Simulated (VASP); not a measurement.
Wanted: the native input for a VASP 6.6.1 run.

```
Task                   : electric field gradients
Functional             : PBE
Potentials or basis    : VASP PAW PBE potentials, release 64 (Mg)
Cutoff                 : 520 eV
k mesh                 : 16 × 16 × 16
Occupations            : fermi-dirac, width 0.05 eV
Spin                   : no spin polarisation
Dipole correction      : no
Further INCAR settings : ALGO = Normal; EDIFF = 1e-08; NBANDS = 7
```

The structure of Mg lies in POSCAR:

```
Mg
1.0
   -1.5207950000      1.5207950000      1.4765000000
    1.5207950000     -1.5207950000      1.4765000000
    1.5207950000      1.5207950000     -1.4765000000
Mg
1
Direct
    0.0000000000      0.0000000000      0.0000000000
```

This cell differs from its parent crystal: equal xx and yy strain of +3 %.

The input as run:

INCAR

```
SYSTEM = Mg
ALGO     = Normal         ! electronic algorithm
EDIFF    = 1E-8           ! SCF threshold, eV
ENCUT    = 520            ! plane-wave cutoff, eV
GGA      = PE             ! functional
ISIF     = 2              ! what is computed and relaxed
ISMEAR   = -1             ! smearing method
LASPH    = .TRUE.         ! aspherical terms in the spheres
LCHARG   = .FALSE.        ! write CHGCAR
LEFG     = .TRUE.       
LREAL    = .FALSE.        ! projectors in reciprocal space
LWAVE    = .FALSE.        ! write WAVECAR
NBANDS   = 7              ! bands
NELM     = 60             ! most SCF steps
PREC     = Accurate       ! precision mode
SIGMA    = 0.05           ! smearing width, eV
```

KPOINTS

```
k-points
0
G
  16 16 16
  0 0 0
```

Potentials or basis: VASP PAW PBE potentials, release 64 (Mg).

Command:

```bash
$ cat potpaw_PBE.64/Mg/POTCAR > POTCAR
$ mpirun -np 1 vasp_std > vasp.out
```

Results of the run:

```yaml
Pressure: 50.7 GPa
Band_gap_on_the_k_mesh: zero (bands 1 and 2 overlap by 4.79 eV)
Largest_electric_field_gradient_by_atom: Mg -1.7 V/Å²
```

Caveat: the cell differs from its parent crystal (equal xx and yy strain of +3 %); the cell stands under pressure; without QUAD_EFG the Cq values of the log hold for a quadrupole moment of 1 mb, not for the nuclei.

Run time: 44 s on 1 thread of Intel Xeon 8259CL (shared host), peak memory 0.15 GiB.
